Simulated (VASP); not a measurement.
# K (P6/mmm) in VASP: further runs

K is run at these levels: PBE; tasks: single point.

Program: VASP 6.6.1. These are calculated values, not measurements. Logs are shortened: lines on timing, memory, paths and dates and some standing lists are left out, and cuts for length are marked.

### Step 1. The cell of the first run

Symmetry: P6/mmm, No. 191, hexagonal system. Conventional cell: a = 6.200 Å, b = 6.200 Å, c = 3.684 Å, α = 90.00°, β = 90.00°, γ = 120.00°. Within 4.8 Å of K (site symmetry 6/mmm) lie 14 K at 3.68 to 4.03 Å. K (site symmetry -6m2) has 11 K at 3.58 to 4.03 Å within 4.7 Å.

This isn't the form of K at room conditions, which is bcc.

### Step 2. Single point, PBE (40.89 Å³/atom)

File POSCAR:

```
K
1.0
    6.2003871216      0.0000000000      0.0000000000
   -3.1001935608      5.3696927606      0.0000000000
    0.0000000000      0.0000000000      3.6844764004
K
3
Direct
    0.0000000000      0.0000000000      0.0000000000
    0.3333333333      0.6666666667      0.5000000000
    0.6666666667      0.3333333333      0.5000000000
```

File INCAR.step1:

```
ALGO     = Normal         # electronic algorithm
EDIFF    = 1E-6           # SCF threshold, eV
ENCUT    = 520            # plane-wave cutoff, eV
GGA      = PE             # functional
ISIF     = 2              # what is computed and relaxed
ISMEAR   = -1             # smearing method
LASPH    = T              # aspherical terms in the spheres
LCHARG   = T              # write CHGCAR
LREAL    = F              # projectors in reciprocal space
LWAVE    = F              # write WAVECAR
NBANDS   = 20             # bands
NELM     = 80             # most SCF steps
PREC     = Accurate       # precision mode
SIGMA    = 0.1            # smearing width, eV
```

File KPOINTS.step1:

```
k-points
0
Gamma
  5 5 7
```

File INCAR.step2:

```
ALGO     = Normal         # electronic algorithm
EDIFF    = 1E-6           # SCF threshold, eV
ENCUT    = 520            # plane-wave cutoff, eV
GGA      = PE             # functional
ICHARG   = 11             # starting density
ISIF     = 2              # what is computed and relaxed
ISMEAR   = -5             # smearing method
LASPH    = T              # aspherical terms in the spheres
LCHARG   = F              # write CHGCAR
LORBIT   = 10             # projections on sites
LREAL    = F              # projectors in reciprocal space
LWAVE    = F              # write WAVECAR
NBANDS   = 20             # bands
NEDOS    = 2001           # points of the DOS
NELM     = 80             # most SCF steps
PREC     = Accurate       # precision mode
SIGMA    = 0.1            # smearing width, eV
```

File KPOINTS.step2:

```
k-points
0
Gamma
  8 8 11
```

Potentials or basis: VASP PAW PBE potentials, release 64 (K_sv).

Run with:

```sh
$ cat potpaw_PBE.64/K_sv/POTCAR > POTCAR
$ cp INCAR.step1 INCAR
$ cp KPOINTS.step1 KPOINTS
$ mpirun -np 1 vasp_std > vasp.out
$ cp INCAR.step2 INCAR
$ cp KPOINTS.step2 KPOINTS
$ mpirun -np 1 vasp_std > vasp.out
```

OUTCAR:

```text
EDIFF = 1E-6
   ENCUT = 520
   GGA = PE
   ICHARG = 11
   ISIF = 2
   ISMEAR = -5
   LASPH = T
   LORBIT = 10
   LREAL = F
   NELM = 80
   PREC = Accurate

 ion  position               nearest neighbor table
   1  0.000  0.000  0.000-
   2  0.333  0.667  0.500-   3 3.58   3 3.58   3 3.58
   3  0.667  0.333  0.500-   2 3.58   2 3.58   2 3.58

  LATTYP: Found a hexagonal cell.
 ALAT       =     6.2003871216
 C/A-ratio  =     0.5942332838

  Lattice vectors:

 A1 = (   6.2003871216,   0.0000000000,   0.0000000000)
 A2 = (  -3.1001935608,   5.3696927606,   0.0000000000)
 A3 = (   0.0000000000,   0.0000000000,   3.6844764004)

Analysis of symmetry for initial positions (statically):
=====================================================================
 Subroutine PRICEL returns:
 Original cell was already a primitive cell.

 Routine SETGRP: Setting up the symmetry group for a
 hexagonal supercell.

 Subroutine GETGRP returns: Found 24 space group operations
 (whereof 24 operations were pure point group operations)
 out of a pool of 24 trial point group operations.

The static configuration has the point symmetry D_6h.

Analysis of symmetry for dynamics (positions and initial velocities):
=====================================================================
 Subroutine PRICEL returns:
 Original cell was already a primitive cell.

 Routine SETGRP: Setting up the symmetry group for a
 hexagonal supercell.

 Subroutine GETGRP returns: Found 24 space group operations
 (whereof 24 operations were pure point group operations)
 out of a pool of 24 trial point group operations.

The dynamic configuration has the point symmetry D_6h.

 Subroutine INISYM returns: Found 24 space group operations
 (whereof 24 operations are pure point group operations),
 and found     1 'primitive' translations

----------------------------------------------------------------------------------------

                                     Primitive cell

  volume of cell :     122.6716

  direct lattice vectors                    reciprocal lattice vectors
     6.200387122  0.000000000  0.000000000     0.161280252  0.093115197  0.000000000
    -3.100193561  5.369692761  0.000000000     0.000000000  0.186230394  0.000000000
     0.000000000  0.000000000  3.684476400     0.000000000  0.000000000  0.271408985

  length of vectors
     6.200387122  6.200387122  3.684476400     0.186230394  0.186230394  0.271408985

  position of ions in fractional coordinates (direct lattice)
     0.000000000  0.000000000  0.000000000
     0.333333333  0.666666667  0.500000000
     0.666666667  0.333333333  0.500000000

  ion indices of the primitive-cell ions
   primitive index   ion index
                 1           1
                 2           2
                 3           3

----------------------------------------------------------------------------------------

 KPOINTS: k-points

Automatic generation of k-mesh.
 Grid dimensions read from file:
 generate k-points for:    8    8   11

 Generating k-lattice:

  Cartesian coordinates                     Fractional coordinates (reciprocal lattice)
     0.020160032  0.011639400  0.000000000     0.125000000  0.000000000  0.000000000
     0.000000000  0.023278799  0.000000000     0.000000000  0.125000000  0.000000000
     0.000000000  0.000000000  0.024673544     0.000000000  0.000000000  0.090909091

  Length of vectors
     0.023278799  0.023278799  0.024673544

  Shift w.r.t. Gamma in fractional coordinates (k-lattice)
     0.000000000  0.000000000  0.000000000

 TETIRR: Found    716 inequivalent tetrahedra from     4224

 Subroutine IBZKPT returns following result:
 ===========================================

 Found     60 irreducible k-points:

 Following reciprocal coordinates:
            Coordinates               Weight
  0.000000  0.000000  0.000000      1.000000
  0.125000 -0.000000  0.000000      6.000000
  0.250000 -0.000000  0.000000      6.000000
  0.375000 -0.000000  0.000000      6.000000
  0.500000 -0.000000  0.000000      3.000000
  0.125000  0.125000  0.000000      6.000000
[... 16 lines left out ...]
  0.250000 -0.000000  0.181818     12.000000
  0.375000 -0.000000  0.181818     12.000000
 [... further k-points ...]
   k-points           NKPTS =     60   k-points in BZ     NKDIM =     60   number of bands    NBANDS=     20
   number of dos      NEDOS =   2001   number of ions     NIONS =      3
   total plane-waves  NPLWV =  64512
   dimension x,y,z NGX =    48 NGY =   48 NGZ =   28
   dimension x,y,z NGXF=    96 NGYF=   96 NGZF=   56
   ions per type =               3
   NGX,Y,Z   is equivalent  to a cutoff of  12.87, 12.87, 12.63 a.u.
   NGXF,Y,Z  is equivalent  to a cutoff of  25.74, 25.74, 25.27 a.u.
 SYSTEM =  unknown system
   PREC   = accura    normal or accurate (medium, high low for compatibility)
   ISTART =      0    job   : 0-new  1-cont  2-samecut
   ICHARG =     11    charge: 1-file 2-atom 10-const
   ISPIN  =      1    spin polarized calculation?
   LNONCOLLINEAR =      F non collinear calculations
   LSORBIT =      F    spin-orbit coupling
   LASPH  =      T    aspherical Exc in radial PAW
   ENCUT  =  520.0 eV  38.22 Ry    6.18 a.u.  11.53 11.53  6.85*2*pi/ulx,y,z
   NELM   =     80;   NELMIN=  2; NELMDL=  0     # of ELM steps
   EDIFF  = 0.1E-05   stopping-criterion for ELM
   LREAL  =      F    real-space projection
   EDIFFG = 0.1E-04   stopping-criterion for IOM
   NSW    =      0    number of steps for IOM
   IBRION =     -1    ionic relax: 0-MD 1-quasi-New 2-CG
   NFREE  =      0    steps in history (QN), initial steepest desc. (CG)
   ISIF   =      2    stress and relaxation
   ISYM   =      2    0-nonsym 1-usesym 2-fastsym
   POTIM  = 0.5000    time-step for ionic-motion
   TEBEG  =    0.0;   TEEND  =   0.0 temperature during run
   PSTRESS=    0.0 pullay stress
   NELECT =      27.0000    total number of electrons
   NUPDOWN=      -1.0000    fix difference up-down
   EMIN   =  10.00;   EMAX   =-10.00  energy-range for DOS
   EFERMI =   0.00;   METHOD = LEGACY
   ISMEAR =    -5;   SIGMA  =   0.10  broadening in eV -4-tet -1-fermi 0-gaus
   EFERMI_NEDOS =   21; number of points for ismear=-14 and -15
   IALGO  =     38    algorithm
   IMIX   =      4    mixing-type and parameters
     AMIX     =   0.40;   BMIX     =  1.00
     AMIX_MAG =   1.60;   BMIX_MAG =  1.00
  volume/ion in A,a.u.               =      40.89       275.94
  Fermi-wavevector in a.u.,A,eV,Ry     =   0.988435  1.867871 13.292941  0.977004
  Thomas-Fermi vector in A             =   2.119961
   LORBIT       =     10    0 simple, 1 ext, 2 COOP (PROOUT), +10 PAW based schemes
   GGA     = PE    functional components
   LHFCALC =     F    Hartree Fock is set to
   AEXX    =    0.0000 exact exchange contribution
   IVDW    =     0    specifies the selected vdW correction
   LEPSILON=     F    determine dielectric tensor
   LRPA    =     F    only Hartree local field effects (RPA)
 non-spin polarized calculation
 Fermi weights with tetrahedron method with Bloechl corrections
  energy-cutoff  :      520.00
  volume of cell :      122.67
 maximum number of plane-waves:      3325
 NGX is ok and might be reduce to    48

 number of electron      26.9999994 magnetization

 Free energy of the ion-electron system (eV)
  ---------------------------------------------------
  ext. energy  EPLUGINS =         0.00000000
  ---------------------------------------------------
  free energy    TOTEN  =        -1.88290737 eV

  energy without entropy =       -1.88290737  energy(sigma->0) =       -1.88290737

 E-fermi :   1.7156     XC(G=0):  -7.3010

 val. band max:        1.7561225435   @ k =   0.2500   0.2500   0.2727
 cond. band min:       1.7024398107   @ k =   0.2500  -0.0000   0.0000
 fundamental gap:     -0.0536827328
 Fermi energy:         1.7156376985

 k-point     1 :       0.0000    0.0000    0.0000
  band No.  band energies     occupation
      1     -30.4782      2.00000
      2     -30.4147      2.00000
      3     -30.2713      2.00000
      4     -14.1389      2.00000
      5     -14.1389      2.00000
      6     -13.9441      2.00000
[... 12 lines left out ...]
     19       4.0466      0.00000
     20       5.9550      0.00000

 k-point     2 :       0.1250   -0.0000    0.0000
  band No.  band energies     occupation
      1     -30.4759      2.00000
      2     -30.4168      2.00000
      3     -30.2716      2.00000
      4     -14.1540      2.00000
      5     -14.1415      2.00000
      6     -13.9245      2.00000
[... 12 lines left out ...]
     19       4.4117      0.00000
     20       5.9348      0.00000

 k-point     3 :       0.2500   -0.0000    0.0000
  band No.  band energies     occupation
      1     -30.4695      2.00000
      2     -30.4225      2.00000
      3     -30.2724      2.00000
      4     -14.1831      2.00000
      5     -14.1340      2.00000
      6     -13.8900      2.00000
[... 12 lines left out ...]
     19       4.8828      0.00000
     20       5.8096      0.00000

 k-point     4 :       0.3750   -0.0000    0.0000
  band No.  band energies     occupation
      1     -30.4609      2.00000
      2     -30.4304      2.00000
      3     -30.2731      2.00000
      4     -14.2066      2.00000
      5     -14.1035      2.00000
      6     -13.9122      2.00000
[... 429 lines left out ...]
 k-point    23 :       0.2500   -0.0000    0.1818
  band No.  band energies     occupation
      1     -30.4604      2.00000
      2     -30.4143      2.00000
      3     -30.2641      2.00000
      4     -14.1595      2.00000
      5     -14.1153      2.00000
      6     -13.9212      2.00000
[... 12 lines left out ...]
     19       5.3646      0.00000
     20       5.6514      0.00000

 k-point    24 :       0.3750   -0.0000    0.1818
  band No.  band energies     occupation
      1     -30.4521      2.00000
      2     -30.4221      2.00000
      3     -30.2647      2.00000
      4     -14.1796      2.00000
      5     -14.0916      2.00000
      6     -13.9254      2.00000
[... 12 lines left out ...]
     19       5.1511      0.00000
     20       5.2796      0.00000

 [... further k-points ...]

------------------------ aborting loop because EDIFF is reached ----------------------------------------

  FORCE on cell =-STRESS in cart. coord.  units (eV):
  Direction    XX          YY          ZZ          XY          YZ          ZX
  --------------------------------------------------------------------------------------
  -------------------------------------------------------------------------------------
  Total        4.7690827      4.7690827      4.8761229     -0.0000000      0.0000000      0.0000000
  in kB       62.2875734     62.2875734     63.6855935     -0.0000000      0.0000000      0.0000000
  external PRESSURE =      62.7535801 kB  Pullay stress =       0.0000000 kB

 VOLUME and BASIS-vectors are now :
 -----------------------------------------------------------------------------
  energy-cutoff  :      520.00
  volume of cell :      122.67
      direct lattice vectors                 reciprocal lattice vectors
     6.200387122  0.000000000  0.000000000     0.161280252  0.093115197  0.000000000
    -3.100193561  5.369692761  0.000000000     0.000000000  0.186230394  0.000000000
     0.000000000  0.000000000  3.684476400     0.000000000  0.000000000  0.271408985

 POSITION                                       TOTAL-FORCE (eV/Angst)
 -----------------------------------------------------------------------------------
      0.00000      0.00000      0.00000         0.000000      0.000000      0.000000
     -0.00000      3.57980      1.84224        -0.000000      0.000000     -0.000000
      3.10019      1.78990      1.84224         0.000000      0.000000      0.000000
 -----------------------------------------------------------------------------------
    total drift:                               -0.000000      0.000000      0.000000

  FREE ENERGIE OF THE ION-ELECTRON SYSTEM (eV)
  ---------------------------------------------------
  free  energy   TOTEN  =        -1.8829073688 eV

  energy  without entropy=       -1.8829073688  energy(sigma->0) =       -1.88290737

 total charge

# of ion       s       p       d       tot
------------------------------------------
    1        2.008   5.552   0.019   7.578
    2        2.004   5.555   0.021   7.580
    3        2.004   5.555   0.021   7.580
--------------------------------------------------
tot          6.015  16.661   0.061  22.737
```

Run time: 3.3 min. Hardware: 1 thread of Intel Xeon 8259CL, shared host; peak memory 0.29 GiB.

Results:

```yaml
Valence_electrons_inside_the_program's_atomic_spheres: K 7.58
```

Levels at points of the mesh, in eV from the Fermi level:
| k point | band 9 | band 10 | band 11 | band 12 | band 13 | band 14 | band 15 | band 16 | band 17 | band 18 |
| --- | --- | --- | --- | --- | --- | --- | --- | --- | --- | --- |
| (0.00, 0.00, 0.00) | -15.46 | -15.42 | -15.42 | -15.35 | -3.09 | 1.33 | 1.33 | 1.35 | 1.35 | 1.39 |
| (0.50, 0.00, 0.00) | -15.48 | -15.48 | -15.46 | -15.36 | -1.55 | -1.52 | 0.15 | 1.18 | 2.69 | 2.92 |

Caveat: tetrahedron occupations give inexact forces and stress in metals.

### Step 3. Single point, PBE (40.89 Å³/atom)

POSCAR is that of step 2.

File INCAR.step1:

```
SYSTEM = K
PREC = Accurate ; ENCUT = 520
EDIFF = 1E-7 ; ISMEAR = -1
SIGMA = 0.1 ; LREAL = .FALSE.
LASPH = .TRUE. ; NELM = 100
ALGO = Normal ; ISIF = 2
LWAVE = .FALSE. ; LCHARG = .TRUE.
GGA = PE ; NBANDS = 20
```

File KPOINTS.step1:

```
regular mesh
0
G
  5 5 7
  0 0 0
```

File INCAR.step2:

```
SYSTEM = K
PREC = Accurate ; ENCUT = 520
EDIFF = 1E-7 ; ISMEAR = -5
SIGMA = 0.1 ; LREAL = .FALSE.
LASPH = .TRUE. ; NELM = 100
ALGO = Normal ; ISIF = 2
LWAVE = .FALSE. ; LCHARG = .FALSE.
GGA = PE ; LORBIT = 10
NBANDS = 20 ; NEDOS = 2001
ICHARG = 11
```

File KPOINTS.step2:

```
regular mesh
0
G
  8 8 11
  0 0 0
```

Potentials or basis: VASP PAW PBE potentials, release 64 (K_sv).

Run with:

```sh
$ cat potpaw_PBE.64/K_sv/POTCAR > POTCAR
$ cp INCAR.step1 INCAR
$ cp KPOINTS.step1 KPOINTS
$ mpirun -np 1 vasp_std > vasp.out
$ cp INCAR.step2 INCAR
$ cp KPOINTS.step2 KPOINTS
$ mpirun -np 1 vasp_std > vasp.out
```

It took 3.4 min on 1 thread of Intel Xeon 8259CL, shared host; peak memory 0.29 GiB.

It converged, with:

```yaml
Valence_electrons_inside_the_program's_atomic_spheres: K 7.58
```

Levels at points of the mesh, in eV from the Fermi level:
```csv
k point,band 11,band 12,band 13,band 14,band 15,band 16
"(0.00, 0.00, 0.00)",-15.42,-15.35,-3.09,1.33,1.33,1.35
"(0.50, 0.00, 0.00)",-15.46,-15.36,-1.55,-1.52,0.15,1.18
```

Caveat: tetrahedron occupations give inexact forces and stress in metals.
